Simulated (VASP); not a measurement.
# Ta2N (P-3m1) in VASP: notebook

The runs below take Ta2N through single point, with PBEsol.

All numbers are computed with VASP 6.6.1; they aren't measurements. Logs are shortened: lines on timing, memory, paths and dates and some standing lists are left out, and cuts for length are marked.

### 1 The cell of the first run

The structure is trigonal, space group P-3m1 (No. 164). The conventional cell has a = 3.156 Å, b = 3.156 Å, c = 4.703 Å, α = 90.00°, β = 90.00°, γ = 120.00°. Within 3.2 Å of Ta (site symmetry 3m) lie 3 N at 2.18 Å and 12 Ta at 2.95 to 3.16 Å. N (site symmetry -3m) has 6 Ta at 2.18 Å within 2.9 Å.

### 2 Single point, PBEsol (strain +0.025 along x and y, -0.025 along z)

INCAR

```
ALGO     = Normal         # electronic algorithm
EDIFF    = 1E-6           # SCF threshold, eV
ENCUT    = 520            # plane-wave cutoff, eV
GGA      = PS             # functional
ISIF     = 2              # what is computed and relaxed
ISMEAR   = 0              # smearing method
LASPH    = True           # aspherical terms in the spheres
LCHARG   = False          # write CHGCAR
LREAL    = False          # projectors in reciprocal space
LWAVE    = False          # write WAVECAR
NBANDS   = 20             # bands
NELM     = 60             # most SCF steps
PREC     = Accurate       # precision mode
SIGMA    = 0.15           # smearing width, eV
```

KPOINTS

```
k-points
0
Gamma
  18 18 10
```

POSCAR

```
Ta2N
1.0
    3.1555807716      0.0000000000      0.0000000000
   -1.5777903858      2.7328131119      0.0000000000
    0.0000000000      0.0000000000      4.7026757486
Ta N
2 1
Direct
    0.6666666667      0.3333333333      0.7462554481
    0.3333333333      0.6666666667      0.2537445519
    0.0000000000      0.0000000000      0.0000000000
```

Potentials or basis: VASP PAW PBE potentials, release 64 (Ta_pv, N).

Started as:

```
$ cat potpaw_PBE.64/Ta_pv/POTCAR potpaw_PBE.64/N/POTCAR > POTCAR
$ mpirun -np 1 vasp_std > vasp.out
```

OUTCAR:

```text
EDIFF = 1E-6
   ENCUT = 520
   GGA = PS
   ISIF = 2
   ISMEAR = 0
   LASPH = True
   LREAL = False
   NELM = 60
   PREC = Accurate

 ion  position               nearest neighbor table
   1  0.667  0.333  0.746-   3 2.18   3 2.18   3 2.18   2 2.95   2 2.95   2 2.95   2 3.00   2 3.00
                             2 3.00
   2  0.333  0.667  0.254-   3 2.18   3 2.18   3 2.18   1 2.95   1 2.95   1 2.95   1 3.00   1 3.00
                             1 3.00
   3  0.000  0.000  0.000-   1 2.18   2 2.18   1 2.18   2 2.18   1 2.18   2 2.18

  LATTYP: Found a hexagonal cell.
 ALAT       =     3.1555807716
 C/A-ratio  =     1.4902726594

  Lattice vectors:

 A1 = (   3.1555807716,   0.0000000000,   0.0000000000)
 A2 = (  -1.5777903858,   2.7328131119,   0.0000000000)
 A3 = (   0.0000000000,   0.0000000000,   4.7026757486)

Analysis of symmetry for initial positions (statically):
=====================================================================
 Subroutine PRICEL returns:
 Original cell was already a primitive cell.

 Routine SETGRP: Setting up the symmetry group for a
 hexagonal supercell.

 Subroutine GETGRP returns: Found 12 space group operations
 (whereof 12 operations were pure point group operations)
 out of a pool of 24 trial point group operations.

The static configuration has the point symmetry D_3d.

Analysis of symmetry for dynamics (positions and initial velocities):
=====================================================================
 Subroutine PRICEL returns:
 Original cell was already a primitive cell.

 Routine SETGRP: Setting up the symmetry group for a
 hexagonal supercell.

 Subroutine GETGRP returns: Found 12 space group operations
 (whereof 12 operations were pure point group operations)
 out of a pool of 24 trial point group operations.

The dynamic configuration has the point symmetry D_3d.

 Subroutine INISYM returns: Found 12 space group operations
 (whereof 12 operations are pure point group operations),
 and found     1 'primitive' translations

----------------------------------------------------------------------------------------

                                     Primitive cell

  volume of cell :      40.5541

  direct lattice vectors                    reciprocal lattice vectors
     3.155580772  0.000000000  0.000000000     0.316898876  0.182961651  0.000000000
    -1.577790386  2.732813112  0.000000000     0.000000000  0.365923303  0.000000000
[... 80 lines left out ...]
   ICHARG =      2    charge: 1-file 2-atom 10-const
   ISPIN  =      1    spin polarized calculation?
   LNONCOLLINEAR =      F non collinear calculations
   LSORBIT =      F    spin-orbit coupling
   LASPH  =      T    aspherical Exc in radial PAW
   ENCUT  =  520.0 eV  38.22 Ry    6.18 a.u.   5.87  5.87  8.74*2*pi/ulx,y,z
   NELM   =     60;   NELMIN=  2; NELMDL= -5     # of ELM steps
   EDIFF  = 0.1E-05   stopping-criterion for ELM
   LREAL  =      F    real-space projection
   EDIFFG = 0.1E-04   stopping-criterion for IOM
   NSW    =      0    number of steps for IOM
   IBRION =     -1    ionic relax: 0-MD 1-quasi-New 2-CG
   NFREE  =      0    steps in history (QN), initial steepest desc. (CG)
   ISIF   =      2    stress and relaxation
   ISYM   =      2    0-nonsym 1-usesym 2-fastsym
   POTIM  = 0.5000    time-step for ionic-motion
   TEBEG  =    0.0;   TEEND  =   0.0 temperature during run
   PSTRESS=    0.0 pullay stress
   NELECT =      27.0000    total number of electrons
   NUPDOWN=      -1.0000    fix difference up-down
   EMIN   =  10.00;   EMAX   =-10.00  energy-range for DOS
   EFERMI =   0.00;   METHOD = LEGACY
   ISMEAR =     0;   SIGMA  =   0.15  broadening in eV -4-tet -1-fermi 0-gaus
   EFERMI_NEDOS =   21; number of points for ismear=-14 and -15
   IALGO  =     38    algorithm
   IMIX   =      4    mixing-type and parameters
     AMIX     =   0.40;   BMIX     =  1.00
     AMIX_MAG =   1.60;   BMIX_MAG =  1.00
  volume/ion in A,a.u.               =      13.52        91.22
  Fermi-wavevector in a.u.,A,eV,Ry     =   1.429502  2.701366 27.803165  2.043475
  Thomas-Fermi vector in A             =   2.549448
   LORBIT       =      0    0 simple, 1 ext, 2 COOP (PROOUT), +10 PAW based schemes
   GGA     = PS    functional components
   LHFCALC =     F    Hartree Fock is set to
   AEXX    =    0.0000 exact exchange contribution
   IVDW    =     0    specifies the selected vdW correction
   LEPSILON=     F    determine dielectric tensor
   LRPA    =     F    only Hartree local field effects (RPA)
 non-spin polarized calculation
 Gauss-broadening in eV      SIGMA  =   0.15
  energy-cutoff  :      520.00
  volume of cell :       40.55
 maximum number of plane-waves:      1106
   NGX = 11   NGY = 11   NGZ = 17

 number of electron      26.9999996 magnetization

 Free energy of the ion-electron system (eV)
  ---------------------------------------------------
  ext. energy  EPLUGINS =         0.00000000
  ---------------------------------------------------
  free energy    TOTEN  =       -36.43659281 eV

  energy without entropy =      -36.42418060  energy(sigma->0) =      -36.43038670

 E-fermi :   7.3275     XC(G=0): -13.0114

 val. band max:        7.3192082679   @ k =  -0.0556   0.3889   0.2000
 cond. band min:       7.3299412012   @ k =   0.3333   0.2222   0.4000
 fundamental gap:      0.0107329333
 Fermi energy:         7.3275023958

 k-point     1 :       0.0000    0.0000    0.0000
  band No.  band energies     occupation
      1     -28.2649      2.00000
      2     -27.5744      2.00000
      3     -27.5744      2.00000
      4     -27.4090      2.00000
      5     -27.4090      2.00000
      6     -27.1907      2.00000
[... 541 lines left out ...]
     19      11.8842      0.00000
     20      12.2727      0.00000

 [... further k-points ...]
[... 5 lines left out ...]
  --------------------------------------------------------------------------------------
  -------------------------------------------------------------------------------------
  Total       -2.4691264     -2.4691264      0.3672649      0.0000000      0.0000000      0.0000000
  in kB      -97.5482828    -97.5482828     14.5096088      0.0000000      0.0000000      0.0000000
  external PRESSURE =     -60.1956523 kB  Pullay stress =       0.0000000 kB

 VOLUME and BASIS-vectors are now :
 -----------------------------------------------------------------------------
  energy-cutoff  :      520.00
  volume of cell :       40.55
      direct lattice vectors                 reciprocal lattice vectors
     3.155580772  0.000000000  0.000000000     0.316898876  0.182961651  0.000000000
    -1.577790386  2.732813112  0.000000000     0.000000000  0.365923303  0.000000000
     0.000000000  0.000000000  4.702675749     0.000000000  0.000000000  0.212644897

 POSITION                                       TOTAL-FORCE (eV/Angst)
 -----------------------------------------------------------------------------------
      1.57779      0.91094      3.50940        -0.000000      0.000000      0.455064
     -0.00000      1.82188      1.19328        -0.000000     -0.000000     -0.455064
      0.00000      0.00000      0.00000         0.000000      0.000000      0.000000
 -----------------------------------------------------------------------------------
    total drift:                                0.000000     -0.000000      0.000000

  FREE ENERGIE OF THE ION-ELECTRON SYSTEM (eV)
  ---------------------------------------------------
  free  energy   TOTEN  =       -36.4365928079 eV

  energy  without entropy=      -36.4241805972  energy(sigma->0) =      -36.43038670
```

stdout:

```text
POSCAR found type information on POSCAR TaN
 POSCAR found :  2 types and       3 ions
 scaLAPACK will be used
 -----------------------------------------------------------------------------
|                                                                             |
|                                                                             |
|     You enforced a specific xc type in the INCAR file but a different       |
|     I HOPE YOU KNOW WHAT YOU ARE DOING!                                     |
|                                                                             |
 -----------------------------------------------------------------------------

 LDA part: xc-table for (Slater+PW92), standard interpolation
 POSCAR, INCAR and KPOINTS ok, starting setup
 FFT: planning ... GRIDC
 FFT: planning ... GRID_SOFT
 FFT: planning ... GRID
 WAVECAR not read
 entering main loop
```

Wall time 4.1 min (1 thread of Intel Xeon 8259CL, shared host); peak memory 0.35 GiB.

What came out:

- Free energy: -36.4366 eV
- Pressure: -6.0 GPa
- Largest force: 0.455 eV/Å
- Band gap on the k mesh: zero (an odd number of electrons rules out a gap without spin polarisation)

Forces in eV/Å, atoms in the order of the input:
```
Ta   0.000  0.000  0.455
Ta   0.000  0.000 -0.455
N    0.000  0.000  0.000
```

Caveat: the cell differs from its parent crystal (strain +0.025 along x and y, -0.025 along z); the cell stands under tension; the PAW data sets were made with another functional, which shifts forces and pressure a little; spin-orbit coupling is left out, which moves the levels of the heavy elements.

### 3 Single point, PBEsol (strain +0.000 along x and y, +0.025 along z)

INCAR

```
PREC = Accurate ; ENCUT = 520
EDIFF = 1E-6 ; ISMEAR = 0
SIGMA = 0.15 ; LREAL = False
LASPH = True ; NELM = 80
ALGO = Normal ; ISIF = 2
LWAVE = False ; LCHARG = False
GGA = PS ; NBANDS = 20
```

KPOINTS

```
Automatic mesh
0
Gamma
  18 18 10
```

POSCAR

```
Ta2N
1.0
    3.0786153869      0.0000000000      0.0000000000
   -1.5393076935      2.6661591336      0.0000000000
    0.0000000000      0.0000000000      4.9438386074
Ta N
2 1
Direct
    0.6666666667      0.3333333333      0.7462554481
    0.3333333333      0.6666666667      0.2537445519
    0.0000000000      0.0000000000      0.0000000000
```

Potentials or basis: VASP PAW PBE potentials, release 64 (Ta_pv, N).

Started as:

```
$ cat potpaw_PBE.64/Ta_pv/POTCAR potpaw_PBE.64/N/POTCAR > POTCAR
$ mpirun -np 1 vasp_std > vasp.out
```

OUTCAR:

```text
PREC = Accurate
   ENCUT = 520
   EDIFF = 1E-6
   ISMEAR = 0
   LREAL = False
   LASPH = True
   NELM = 80
   ISIF = 2
   GGA = PS

 ion  position               nearest neighbor table
   1  0.667  0.333  0.746-   3 2.18   3 2.18   3 2.18   2 3.01   2 3.01   2 3.01   2 3.07   2 3.07
                             2 3.07
   2  0.333  0.667  0.254-   3 2.18   3 2.18   3 2.18   1 3.01   1 3.01   1 3.01   1 3.07   1 3.07
                             1 3.07
   3  0.000  0.000  0.000-   1 2.18   2 2.18   1 2.18   2 2.18   1 2.18   2 2.18

  LATTYP: Found a hexagonal cell.
 ALAT       =     3.0786153869
[... 742 lines left out ...]
     20      12.2334      0.00000

 [... further k-points ...]
[... 5 lines left out ...]
  --------------------------------------------------------------------------------------
  -------------------------------------------------------------------------------------
  Total       -1.2457852     -1.2457852     -2.4934856      0.0000000      0.0000000      0.0000000
  in kB      -49.1867301    -49.1867301    -98.4490776      0.0000000      0.0000000      0.0000000
  external PRESSURE =     -65.6075126 kB  Pullay stress =       0.0000000 kB

 VOLUME and BASIS-vectors are now :
 -----------------------------------------------------------------------------
  energy-cutoff  :      520.00
  volume of cell :       40.58
      direct lattice vectors                 reciprocal lattice vectors
     3.078615387  0.000000000  0.000000000     0.324821348  0.187535693  0.000000000
    -1.539307694  2.666159134  0.000000000     0.000000000  0.375071385  0.000000000
     0.000000000  0.000000000  4.943838607     0.000000000  0.000000000  0.202271975

 POSITION                                       TOTAL-FORCE (eV/Angst)
 -----------------------------------------------------------------------------------
      1.53931      0.88872      3.68937         0.000000      0.000000     -0.070152
     -0.00000      1.77744      1.25447        -0.000000     -0.000000      0.070152
      0.00000      0.00000      0.00000        -0.000000      0.000000      0.000000
 -----------------------------------------------------------------------------------
    total drift:                                0.000000     -0.000000      0.000000

  FREE ENERGIE OF THE ION-ELECTRON SYSTEM (eV)
  ---------------------------------------------------
  free  energy   TOTEN  =       -36.4705765371 eV

  energy  without entropy=      -36.4565633363  energy(sigma->0) =      -36.46356994
```

OSZICAR:

```text
N       E                     dE             d eps       ncg     rms          rms(c)
DAV:   1     0.210982674786E+03    0.21098E+03   -0.14947E+04 13200   0.138E+03
DAV:   2    -0.301647664498E+02   -0.24115E+03   -0.23490E+03 14920   0.397E+02
DAV:   3    -0.394852413720E+02   -0.93205E+01   -0.91388E+01 16756   0.706E+01
DAV:   4    -0.396115273589E+02   -0.12629E+00   -0.12518E+00 16120   0.771E+00
DAV:   5    -0.396130304824E+02   -0.15031E-02   -0.15000E-02 16420   0.676E-01    0.270E+01
DAV:   6    -0.368600429923E+02    0.27530E+01   -0.14649E+01 17284   0.241E+01    0.127E+01
DAV:   7    -0.365372872590E+02    0.32276E+00   -0.16655E+00 14948   0.817E+00    0.665E+00
DAV:   8    -0.364752175513E+02    0.62070E-01   -0.28587E-01 15480   0.404E+00    0.402E-01
DAV:   9    -0.364711668315E+02    0.40507E-02   -0.28267E-02 16268   0.105E+00    0.244E-01
DAV:  10    -0.364707091173E+02    0.45771E-03   -0.47859E-03 16828   0.540E-01    0.753E-02
DAV:  11    -0.364705988528E+02    0.11026E-03   -0.12050E-03 15388   0.201E-01    0.353E-02
DAV:  12    -0.364705765994E+02    0.22253E-04   -0.11192E-04 15228   0.711E-02    0.766E-03
DAV:  13    -0.364705769824E+02   -0.38302E-06   -0.14460E-05 16428   0.219E-02    0.423E-03
DAV:  14    -0.364705765371E+02    0.44535E-06   -0.20084E-06 11060   0.959E-03
   1 F= -.36470577E+02 E0= -.36463570E+02  d E =-.140132E-01
```

stdout:

```text
POSCAR found type information on POSCAR TaN
 POSCAR found :  2 types and       3 ions
 scaLAPACK will be used
 -----------------------------------------------------------------------------
|                                                                             |
|                                                                             |
|     You enforced a specific xc type in the INCAR file but a different       |
|     I HOPE YOU KNOW WHAT YOU ARE DOING!                                     |
|                                                                             |
 -----------------------------------------------------------------------------

 LDA part: xc-table for (Slater+PW92), standard interpolation
 POSCAR, INCAR and KPOINTS ok, starting setup
 FFT: planning ... GRIDC
 FFT: planning ... GRID_SOFT
 FFT: planning ... GRID
 WAVECAR not read
 entering main loop
```

It took 3.5 min on 1 thread of Intel Xeon 8259CL, shared host; peak memory 0.36 GiB.

What came out:

* Free energy: -36.4706 eV
* Pressure: -6.6 GPa
* Largest force: 0.070 eV/Å
* Band gap on the k mesh: zero (an odd number of electrons rules out a gap without spin polarisation)

Forces in eV/Å, atoms in the order of the input:
```
Ta   0.000  0.000 -0.070
Ta   0.000  0.000  0.070
N    0.000  0.000  0.000
```

Levels at points of the mesh, in eV from the Fermi level:
```
           k point  band 11  band 12  band 13  band 14  band 15  band 16
(0.00, 0.00, 0.00)    -4.97    -0.90    -0.25    -0.25     0.32     0.45
(0.50, 0.00, 0.00)    -4.57    -2.52    -1.30     1.49     2.14     3.86
(0.00, 0.00, 0.50)    -3.01    -2.75    -1.02    -1.02     1.68     2.03
(0.50, 0.00, 0.50)    -3.41    -2.08    -2.06    -0.32     0.86     3.50
```

Caveat: the cell differs from its parent crystal (strain +0.000 along x and y, +0.025 along z); the cell stands under tension; the PAW data sets were made with another functional, which shifts forces and pressure a little; spin-orbit coupling is left out, which moves the levels of the heavy elements.
